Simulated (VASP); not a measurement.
Input of a VASP 6.6.1 run:

INCAR

```
SYSTEM = GaN
PREC = Accurate ; ENCUT = 520
EDIFF = 1E-6 ; ISMEAR = -1
SIGMA = 0.01 ; LREAL = Auto
LASPH = .True. ; NELM = 60
ALGO = Normal ; ISIF = 2
LWAVE = .False. ; LCHARG = .False.
GGA = PE ; NBANDS = 166
```

Contents of KPOINTS:

```
Automatic mesh
0
Gamma
  1 1 1
  0.25 0.25 0.25
```

File POSCAR:

```
GaN
1.0
    6.4372426918      0.0000000000      0.0000000000
   -3.2186213459      5.5748157015      0.0000000000
    0.0000000000      0.0000000000     10.4870679887
Ga N
16 16
Direct
    0.3356473993      0.1662984317      0.2503486354
    0.1669441046      0.3349332536      0.5003825391
    0.3356669258      0.1663829407      0.7503808907
    0.1669924434      0.3349775388      1.0003914535
    0.3355961752      0.6662678797      0.2503980410
    0.1669118728      0.8349356555      0.5003662765
    0.3356227548      0.6662996940      0.7504160309
    0.1669115504      0.8349979729      1.0003928617
    0.8356312258      0.1663151119      0.2503264440
    0.6669644958      0.3350289336      0.5003574321
    0.8356350080      0.1663577303      0.7503800346
    0.6670004456      0.3349650996      1.0003810525
    0.8356231010      0.6663101474      0.2503538298
    0.6669864142      0.8350417608      0.5004048946
    0.8356612159      0.6663370121      0.7504105615
    0.6669622208      0.8349829531      1.0003824789
    0.3339724743      0.1681169865      0.4392452212
    0.1687878646      0.3333562557      0.1892662785
    0.3339617308      0.1681086646      0.9392713588
    0.1687985596      0.3333587999      0.6892817351
    0.3339631001      0.6680997576      0.4393282640
    0.1687765588      0.8333479943      0.1893171213
    0.3339193971      0.6681002035      0.9393493449
    0.1688012230      0.8333529161      0.6893104518
    0.8339325708      0.1680888577      0.4392486498
    0.6687649949      0.3333355618      0.1892556220
    0.8339376912      0.1680737302      0.9392774409
    0.6687865651      0.3333314568      0.6892607477
    0.8339423958      0.6681032269      0.4392988634
    0.6687605591      0.8333195810      0.1893154037
    0.8339184837      0.6680744839      0.9393335447
    0.6687735364      0.8333271774      0.6893372817
```

Potentials or basis: VASP PAW PBE potentials, release 64 (Ga_d, N).

Run with:

```sh
$ cat potpaw_PBE.64/Ga_d/POTCAR potpaw_PBE.64/N/POTCAR > POTCAR
$ mpirun -np 1 vasp_std > vasp.out
```

(1) Estimate the largest force.

(2) Predict the pressure.

Answers

(1) 0.063 eV/Å.

(2) -0.8 GPa.

Caveat: the k points lie up to 0.56 Å⁻¹ apart.
